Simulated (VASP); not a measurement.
Wanted: the native input for a VASP 6.6.1 run.

```yaml
Task: single point
Functional: PBE
Dispersion: D3(BJ)
Potentials_or_basis: VASP PAW PBE potentials, release 64 (O, H, Zn, Cl)
Cutoff: 520 eV
k_mesh: 1 × 1 × 1
Occupations: fermi-dirac, width 0.02 eV
Spin: no spin polarisation
Dipole_correction: no
Further_INCAR_settings: ALGO = Normal; EDIFF = 1e-06; NBANDS = 64
```

The structure of ZnH16Cl2O8 lies in POSCAR:

```
ZnH16Cl2O8
1.0
    6.7386640000      0.0000000000      0.0000000000
    0.0000000000      6.7386640000      0.0000000000
    0.0000000000      0.0000000000      6.7386640000
O H Zn Cl
8 16 1 2
Direct
    0.1036110422      0.7023202225      0.4381580681
    0.7111053467      0.1908686944      0.7930948924
    0.1218045595     -0.0122724623      0.9030128227
    0.5556887834      0.3910864231      0.4319105389
    0.4295065016      0.7097400909      0.1232736934
    0.8038091824      0.7528346865      0.6883263507
    0.7260192822      0.5091068497      0.0417293398
    0.2748319251      0.1357539121      0.3357638844
    0.0304659796      0.5739416597      0.4392562086
    0.0090077202      0.7558916723      0.3518353193
    0.6707561024      0.2253414030      0.6710825766
    0.7207511756      0.0487930545      0.7827070767
    0.0040067289      0.0479917087      0.9518652362
    0.2116294862     -0.0518352006      1.0059412370
    0.4310498342      0.3216216152      0.4485607236
    0.5733480702      0.3533489724      0.2920756993
    0.5605562171      0.7349082845      0.1960477626
    0.3247824791      0.6509747333      0.2129947420
    0.9207314684      0.7654781423      0.6001486348
    0.6997826275      0.6641079003      0.6311043257
    0.5924319717      0.5762418189      0.0561387242
    0.7339437016      0.3807431265     -0.0607835618
    0.1499555401      0.1008508511      0.2838099659
    0.3501435893      0.0239661749      0.3769589937
   -0.0294865570      0.6909678239      0.9819750621
    0.7917889956     -0.0586763192      0.1894144002
    0.1601059201      0.4509054020     -0.1619015283
```

These files were run (other wordings do the same):

INCAR

```
SYSTEM = ZnH16Cl2O8
  ALGO = Normal
  EDIFF = 1E-6
  ENCUT = 520
  GGA = PE
  GGA_COMPAT = .False.
  ISIF = 2
  ISMEAR = -1
  IVDW = 12
  LASPH = .True.
  LCHARG = .False.
  LREAL = .False.
  LWAVE = .False.
  NBANDS = 64
  NELM = 120
  PREC = Accurate
  SIGMA = 0.02
```

KPOINTS

```
k-points
0
Gamma
  1 1 1
  0 0 0
```

Potentials or basis: VASP PAW PBE potentials, release 64 (O, H, Zn, Cl).

The run is started by

```console
$ cat potpaw_PBE.64/O/POTCAR potpaw_PBE.64/H/POTCAR potpaw_PBE.64/Zn/POTCAR potpaw_PBE.64/Cl/POTCAR > POTCAR
$ mpirun -np 1 vasp_gam > vasp.out
```

Results of the run:

- Pressure: 1.7 GPa
- Largest force: 5.476 eV/Å
- Dispersion energy per atom: -0.052 eV

Caveat: the k points lie up to 0.93 Å⁻¹ apart, too coarse for converged energies, forces and pressures.

Wall time 84 s on 1 thread of Intel Xeon 8259CL, with other jobs on the host, peak memory 0.35 GiB.
